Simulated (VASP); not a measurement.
# Ir (Im-3m) in VASP: further runs, part 2 of 2

VASP 6.6.1. Earlier steps stand in the parts before.

## 4. Single point, r2SCAN, collinear spin (14.21 Å³/atom)

This run uses another cell than the first one, of 14.21 Å³/atom.

POSCAR

```
Ir
1.0
   -1.5257752791      1.5257752791      1.5257752791
    1.5257752791     -1.5257752791      1.5257752791
    1.5257752791      1.5257752791     -1.5257752791
Ir
1
Direct
    0.0000000000      0.0000000000      0.0000000000
```

INCAR.step1

```
PREC     = Accurate       # precision mode
ENCUT    = 520            # plane-wave cutoff, eV
ISMEAR   = -1             # smearing method
SIGMA    = 0.05           # smearing width, eV
LREAL    = F              # projectors in reciprocal space
LASPH    = T              # aspherical terms in the spheres
NELM     = 150            # most SCF steps
ISPIN    = 2              # spin polarisation
MAGMOM   = 0.791          # initial moments
LMAXMIX  = 4              # l up to which the mixer works
NBANDS   = 14             # bands
GGA      = PE             # functional
ALGO     = Normal         # electronic algorithm
EDIFF    = 1E-4           # SCF threshold, eV
LWAVE    = T              # write WAVECAR
LCHARG   = F              # write CHGCAR
```

INCAR.step2

```
PREC     = Accurate       # precision mode
ENCUT    = 520            # plane-wave cutoff, eV
EDIFF    = 1E-6           # SCF threshold, eV
ISMEAR   = -1             # smearing method
SIGMA    = 0.05           # smearing width, eV
LREAL    = F              # projectors in reciprocal space
LASPH    = T              # aspherical terms in the spheres
NELM     = 150            # most SCF steps
ALGO     = Normal         # electronic algorithm
ISIF     = 2              # what is computed and relaxed
LWAVE    = F              # write WAVECAR
LCHARG   = F              # write CHGCAR
ISPIN    = 2              # spin polarisation
MAGMOM   = 0.791          # initial moments
LORBIT   = 11             # projections on sites
LMAXMIX  = 4              # l up to which the mixer works
METAGGA  = R2SCAN         # meta-GGA
LMIXTAU  = T            
NBANDS   = 14             # bands
ISTART   = 1
```

KPOINTS

```
regular mesh
0
Gamma
  23 23 23
```

Potentials or basis: VASP PAW PBE potentials, release 64 (Ir).

On the command line:

```console
$ cat potpaw_PBE.64/Ir/POTCAR > POTCAR
$ cp INCAR.step1 INCAR
$ mpirun -np 1 vasp_std > vasp.out
$ cp INCAR.step2 INCAR
$ mpirun -np 1 vasp_std > vasp.out
```

OUTCAR:

```text
PREC = Accurate
   ENCUT = 520
   EDIFF = 1E-6
   ISMEAR = -1
   LREAL = F
   LASPH = T
   NELM = 150
   ISIF = 2
   ISPIN = 2
   LORBIT = 11
   METAGGA = R2SCAN
   ISTART = 1

 ion  position               nearest neighbor table
   1  0.000  0.000  0.000-

  LATTYP: Found a body centered cubic cell.
 ALAT       =     3.0515505582

  Lattice vectors:

 A1 = (  -1.5257752791,   1.5257752791,   1.5257752791)
 A2 = (   1.5257752791,  -1.5257752791,   1.5257752791)
 A3 = (   1.5257752791,   1.5257752791,  -1.5257752791)

Analysis of symmetry for initial positions (statically):
=====================================================================
 Subroutine PRICEL returns:
 Original cell was already a primitive cell.

 Routine SETGRP: Setting up the symmetry group for a
 body centered cubic supercell.

 Subroutine GETGRP returns: Found 48 space group operations
 (whereof 48 operations were pure point group operations)
 out of a pool of 48 trial point group operations.

The static configuration has the point symmetry O_h .

Analysis of symmetry for dynamics (positions and initial velocities):
=====================================================================
 Subroutine PRICEL returns:
 Original cell was already a primitive cell.

 Routine SETGRP: Setting up the symmetry group for a
 body centered cubic supercell.

 Subroutine GETGRP returns: Found 48 space group operations
 (whereof 48 operations were pure point group operations)
 out of a pool of 48 trial point group operations.

The dynamic configuration has the point symmetry O_h .

Analysis of structural, dynamic, and magnetic symmetry:
=====================================================================
 Subroutine PRICEL returns:
 Original cell was already a primitive cell.

 Routine SETGRP: Setting up the symmetry group for a
 body centered cubic supercell.

 Subroutine GETGRP returns: Found 48 space group operations
 (whereof 48 operations were pure point group operations)
 out of a pool of 48 trial point group operations.

The overall configuration has the point symmetry O_h .

 Subroutine INISYM returns: Found 48 space group operations
 (whereof 48 operations are pure point group operations),
 and found     1 'primitive' translations

----------------------------------------------------------------------------------------

                                     Primitive cell

  volume of cell :      14.2080

  direct lattice vectors                    reciprocal lattice vectors
    -1.525775279  1.525775279  1.525775279     0.000000000  0.327702255  0.327702255
     1.525775279 -1.525775279  1.525775279     0.327702255  0.000000000  0.327702255
     1.525775279  1.525775279 -1.525775279     0.327702255  0.327702255  0.000000000

  length of vectors
     2.642720304  2.642720304  2.642720304     0.463440974  0.463440974  0.463440974

  position of ions in fractional coordinates (direct lattice)
     0.000000000  0.000000000  0.000000000

  ion indices of the primitive-cell ions
   primitive index   ion index
                 1           1

----------------------------------------------------------------------------------------

 KPOINTS: regular mesh

Automatic generation of k-mesh.
 Grid dimensions read from file:
 generate k-points for:   23   23   23

 Generating k-lattice:

  Cartesian coordinates                     Fractional coordinates (reciprocal lattice)
     0.000000000  0.014247924  0.014247924     0.043478261  0.000000000  0.000000000
     0.014247924  0.000000000  0.014247924     0.000000000  0.043478261  0.000000000
     0.014247924  0.014247924  0.000000000     0.000000000  0.000000000  0.043478261

[... 70 lines left out ...]
   EFERMI =   0.00;   METHOD = LEGACY
   ISMEAR =    -1;   SIGMA  =   0.05  broadening in eV -4-tet -1-fermi 0-gaus
   EFERMI_NEDOS =   21; number of points for ismear=-14 and -15
   IALGO  =     38    algorithm
   IMIX   =      4    mixing-type and parameters
     AMIX     =   0.40;   BMIX     =  1.00
     AMIX_MAG =   1.60;   BMIX_MAG =  1.00
  volume/ion in A,a.u.               =      14.21        95.88
  Fermi-wavevector in a.u.,A,eV,Ry     =   1.405978  2.656913 26.895633  1.976773
  Thomas-Fermi vector in A             =   2.528384
   LORBIT       =     11    0 simple, 1 ext, 2 COOP (PROOUT), +10 PAW based schemes
   METAGGA = R2SCAN    functional components
   LHFCALC =     F    Hartree Fock is set to
   AEXX    =    0.0000 exact exchange contribution
   IVDW    =     0    specifies the selected vdW correction
   LEPSILON=     F    determine dielectric tensor
   LRPA    =     F    only Hartree local field effects (RPA)
 spin polarized calculation
  energy-cutoff  :      520.00
  volume of cell :       14.21
 maximum number of plane-waves:       398
   NGX =  9   NGY =  9   NGZ =  9

 number of electron       8.9999999 magnetization       0.7440290

 Free energy of the ion-electron system (eV)
  ---------------------------------------------------
  ext. energy  EPLUGINS =         0.00000000
  ---------------------------------------------------
  free energy    TOTEN  =       -51.71377449 eV

  energy without entropy =      -51.70470884  energy(sigma->0) =      -51.70924167

 E-fermi :   9.9752     XC(G=0): -15.2800

 val. band max:        9.9748360275   @ k =   0.2174   0.0000   0.0000
 cond. band min:       9.9792165447   @ k =   0.2609   0.2174   0.0870
 fundamental gap:      0.0043805172
 Fermi energy:         9.9751572718

 spin component 1

 k-point     1 :       0.0000    0.0000    0.0000
  band No.  band energies     occupation
      1      -1.3954      1.00000
      2       5.8220      1.00000
      3       5.8220      1.00000
      4       5.8220      1.00000
      5       8.6719      1.00000
      6       8.6719      1.00000
      7      27.7719      0.00000
      8      27.7719      0.00000
      9      27.7719      0.00000
     10      39.3008      0.00000
     11      39.3008      0.00000
     12      40.5825      0.00000
     13      40.5825      0.00000
     14      40.5825      0.00000
[... 379 lines left out ...]
      3       5.5887      1.00000
      4       6.8499      1.00000
      5       8.1568      1.00000
      6       8.7696      1.00000
      7      28.2293      0.00000
      8      28.7542      0.00000
      9      29.0257      0.00000
     10      34.3506      0.00000
     11      36.7910      0.00000
     12      37.7987      0.00000
     13      41.8823      0.00000
     14      42.1126      0.00000

 [... further k-points ...]

 spin component 2

 k-point     1 :       0.0000    0.0000    0.0000
  band No.  band energies     occupation
      1      -1.3767      1.00000
      2       6.1953      1.00000
      3       6.1953      1.00000
      4       6.1953      1.00000
      5       9.8623      0.90534
      6       9.8623      0.90533
      7      27.7460      0.00000
      8      27.7460      0.00000
      9      27.7460      0.00000
     10      39.3207      0.00000
     11      39.3207      0.00000
     12      41.7867      0.00000
     13      41.7867      0.00000
     14      41.7867      0.00000
[... 379 lines left out ...]
      3       5.9604      1.00000
      4       7.2305      1.00000
      5       9.2686      1.00000
      6       9.9544      0.60224
      7      28.2711      0.00000
      8      28.8020      0.00000
      9      29.0430      0.00000
     10      34.7046      0.00000
     11      37.3452      0.00000
     12      38.2497      0.00000
     13      42.6567      0.00000
     14      43.3653      0.00000

 [... further k-points ...]

------------------------ aborting loop because EDIFF is reached ----------------------------------------

  FORCE on cell =-STRESS in cart. coord.  units (eV):
  Direction    XX          YY          ZZ          XY          YZ          ZX
  --------------------------------------------------------------------------------------
  -------------------------------------------------------------------------------------
  Total        1.5896373      1.5896373      1.5896373      0.0000000      0.0000000     -0.0000000
  in kB      179.2573245    179.2573245    179.2573245      0.0000000      0.0000000     -0.0000000
  external PRESSURE =     179.2573245 kB  Pullay stress =       0.0000000 kB

 VOLUME and BASIS-vectors are now :
 -----------------------------------------------------------------------------
  energy-cutoff  :      520.00
  volume of cell :       14.21
      direct lattice vectors                 reciprocal lattice vectors
    -1.525775279  1.525775279  1.525775279     0.000000000  0.327702255  0.327702255
     1.525775279 -1.525775279  1.525775279     0.327702255  0.000000000  0.327702255
     1.525775279  1.525775279 -1.525775279     0.327702255  0.327702255  0.000000000

 POSITION                                       TOTAL-FORCE (eV/Angst)
 -----------------------------------------------------------------------------------
      0.00000      0.00000      0.00000        -0.000000     -0.000000      0.000000
 -----------------------------------------------------------------------------------
    total drift:                                0.000000     -0.000000      0.000000

  FREE ENERGIE OF THE ION-ELECTRON SYSTEM (eV)
  ---------------------------------------------------
  free  energy   TOTEN  =       -51.7137744940 eV

  energy  without entropy=      -51.7047088384  energy(sigma->0) =      -51.70924167

 total charge

# of ion       s       p       d       tot
------------------------------------------
    1        0.671   0.700   7.023   8.394

 magnetization (x)

# of ion       s       p       d       tot
------------------------------------------
    1        0.014  -0.014   0.755   0.756
```

It took 7.6 min on 1 thread of Intel Xeon Platinum 8488C (Sapphire Rapids), shared host; peak memory 0.22 GiB.

Results:

```yaml
Free_energy: -51.7138 eV
Pressure: 17.9 GPa
Net_moment: 0.74 μB per cell
Site_moments: Ir +0.76 μB
Valence_electrons_inside_the_program's_atomic_spheres: Ir 8.39
```

Levels at points of the mesh, in eV from the Fermi level:
Spin up:
| k point | band 3 | band 4 | band 5 | band 6 | band 7 | band 8 |
| --- | --- | --- | --- | --- | --- | --- |
| (0.00, 0.00, 0.00) | -4.15 | -4.15 | -1.30 | -1.30 | 17.80 | 17.80 |
Spin down:
```
           k point  band 1  band 2  band 3  band 4  band 5  band 6  band 7  band 8  band 9
(0.00, 0.00, 0.00)  -11.35   -3.78   -3.78   -3.78   -0.11   -0.11   17.77   17.77   17.77
```

Caveat: the cell stands under pressure; the PAW data sets were made with another functional, which shifts forces and pressure a little; spin-orbit coupling is left out, which moves the levels of the heavy elements.

## 5. Single point, r2SCAN, collinear spin

This run uses another cell than the first one, of 14.80 Å³/atom.

POSCAR

```
Ir
1.0
   -1.5466789079      1.5466789079      1.5466789079
    1.5466789079     -1.5466789079      1.5466789079
    1.5466789079      1.5466789079     -1.5466789079
Ir
1
Direct
    0.0000000000      0.0000000000      0.0000000000
```

INCAR.step1

```
SYSTEM = Ir
PREC = Accurate
ENCUT = 520
ISMEAR = -1
SIGMA = 0.05
LREAL = .FALSE.
LASPH = .TRUE.
NELM = 150
ISPIN = 2
MAGMOM = 0.676
LMAXMIX = 4
NBANDS = 14
GGA = PE
ALGO = Normal
EDIFF = 1E-4
LWAVE = .TRUE.
LCHARG = .FALSE.
```

INCAR.step2

```
SYSTEM = Ir
PREC = Accurate
ENCUT = 520
EDIFF = 1E-6
ISMEAR = -1
SIGMA = 0.05
LREAL = .FALSE.
LASPH = .TRUE.
NELM = 150
ALGO = Normal
ISIF = 2
LWAVE = .FALSE.
LCHARG = .FALSE.
ISPIN = 2
MAGMOM = 0.676
LORBIT = 11
LMAXMIX = 4
METAGGA = R2SCAN
LMIXTAU = .TRUE.
NBANDS = 14
ISTART = 1
```

KPOINTS

```
regular mesh
0
G
  23 23 23
  0 0 0
```

On the command line:

```console
$ cat potpaw_PBE.64/Ir/POTCAR > POTCAR
$ cp INCAR.step1 INCAR
$ mpirun -np 1 vasp_std > vasp.out
$ cp INCAR.step2 INCAR
$ mpirun -np 1 vasp_std > vasp.out
```

Run time: 5.8 min. Hardware: 1 thread of Intel Xeon Platinum 8488C (Sapphire Rapids), shared host; peak memory 0.23 GiB.

It converged, with:

| Item | Value |
| --- | --- |
| Free energy | -51.7510 eV |
| Pressure | 2.8 GPa |
| Net moment | 0.80 μB per cell |
| Site moments | Ir +0.82 μB |
| Valence electrons inside the program's atomic spheres | Ir 8.26 |

Levels at points of the mesh, in eV from the Fermi level:
Spin up:
| k point | band 2 | band 3 | band 4 | band 5 | band 6 | band 7 | band 8 | band 9 |
| --- | --- | --- | --- | --- | --- | --- | --- | --- |
| (0.00, 0.00, 0.00) | -3.96 | -3.96 | -3.96 | -1.31 | -1.31 | 17.77 | 17.77 | 17.77 |
Spin down:
```csv
k point,band 1,band 2,band 3,band 4,band 5,band 6,band 7,band 8
"(0.00, 0.00, 0.00)",-10.94,-3.55,-3.55,-3.55,-0.04,-0.04,17.74,17.74
```

Caveat: the PAW data sets were made with another functional, which shifts forces and pressure a little; spin-orbit coupling is left out, which moves the levels of the heavy elements.

## 6. Single point, r2SCAN (15.90 Å³/atom)

This run uses another cell than the first one, of 15.90 Å³/atom.

POSCAR

```
Ir
1.0
   -1.5842311660      1.5842311660      1.5842311660
    1.5842311660     -1.5842311660      1.5842311660
    1.5842311660      1.5842311660     -1.5842311660
Ir
1
Direct
    0.0000000000      0.0000000000      0.0000000000
```

INCAR.step1

```
PREC = Accurate
ENCUT = 620
ISMEAR = -1
SIGMA = 0.1
LREAL = F
LASPH = T
NELM = 120
NBANDS = 14
GGA = PE
ALGO = Normal
EDIFF = 1E-5
LWAVE = T
LCHARG = F
GGA_COMPAT = F
```

INCAR.step2

```
PREC = Accurate
ENCUT = 620
EDIFF = 1E-6
ISMEAR = -1
SIGMA = 0.1
LREAL = F
LASPH = T
NELM = 120
ALGO = Normal
ISIF = 2
LWAVE = F
LCHARG = F
METAGGA = R2SCAN
LMIXTAU = T
NBANDS = 14
ISTART = 1
GGA_COMPAT = F
```

KPOINTS

```
Automatic mesh
0
Gamma
  16 16 16
```

Potentials or basis: VASP PAW PBE potentials, release 64 (Ir_sv_GW).

On the command line:

```console
$ cat potpaw_PBE.64/Ir_sv_GW/POTCAR > POTCAR
$ cp INCAR.step1 INCAR
$ mpirun -np 1 vasp_std > vasp.out
$ cp INCAR.step2 INCAR
$ mpirun -np 1 vasp_std > vasp.out
```

It took 1.8 min on 1 thread of Intel Xeon Platinum 8175M at 2.50GHz (Skylake/Cascade Lake), shared host; peak memory 0.18 GiB.

Results (log left out):

* Free energy: -52.1684 eV
* Pressure: -21.6 GPa
* Band gap on the k mesh: zero (an odd number of electrons rules out a gap without spin polarisation)

Levels at points of the mesh, in eV from the Fermi level:
```
           k point  band 6  band 7  band 8  band 9  band 10  band 11
(0.00, 0.00, 0.00)   -3.21   -3.21   -3.21   -0.47    -0.47    17.12
(0.50, 0.00, 0.00)   -4.86   -0.63   -0.05    0.19     2.04     7.48
(0.50, 0.50, 0.50)   -6.33    1.43    1.43    1.43     7.96     7.96
```

Caveat: the cell stands under tension; the PAW data sets were made with another functional, which shifts forces and pressure a little; spin-orbit coupling is left out, which moves the levels of the heavy elements.

## 7. Summary

| potentials or basis | spin | cell | k mesh | cutoff (eV) | smearing | gap on the mesh (eV) | pressure (GPa) | moment (μB) |
| --- | --- | --- | --- | --- | --- | --- | --- | --- |
| VASP PAW PBE potentials, release 64 (Ir) | collinear | a = 2.567 Å, angles 109.5°, 1 atom | 23 × 23 × 23 | 520 | fermi-dirac 0.05 eV | none | 61.6 | 0.60 |
| VASP PAW PBE potentials, release 64 (Ir) | collinear | a = 2.605 Å, angles 109.5°, 1 atom | 23 × 23 × 23 | 520 | fermi-dirac 0.05 eV | none | 37.2 | 0.68 |
| VASP PAW PBE potentials, release 64 (Ir) | collinear | a = 2.643 Å, angles 109.5°, 1 atom | 23 × 23 × 23 | 520 | fermi-dirac 0.05 eV | none | 17.9 | 0.74 |
| VASP PAW PBE potentials, release 64 (Ir) | collinear | a = 2.679 Å, angles 109.5°, 1 atom | 23 × 23 × 23 | 520 | fermi-dirac 0.05 eV | none | 2.8 | 0.80 |
| VASP PAW PBE potentials, release 64 (Ir_sv_GW) | off | a = 2.744 Å, angles 109.5°, 1 atom | 16 × 16 × 16 | 620 | fermi-dirac 0.1 eV | none | -21.6 | - |

Alike in all rows: task single point; level r2SCAN.

Caveats: the PAW data sets were made with another functional, which shifts forces and pressure a little; spin-orbit coupling is left out, which moves the levels of the heavy elements; the cell stands under pressure (at least some runs); the cell stands under tension (at least some runs).

Total energies depend on the potentials used, so only differences within one code and one set of settings carry meaning.
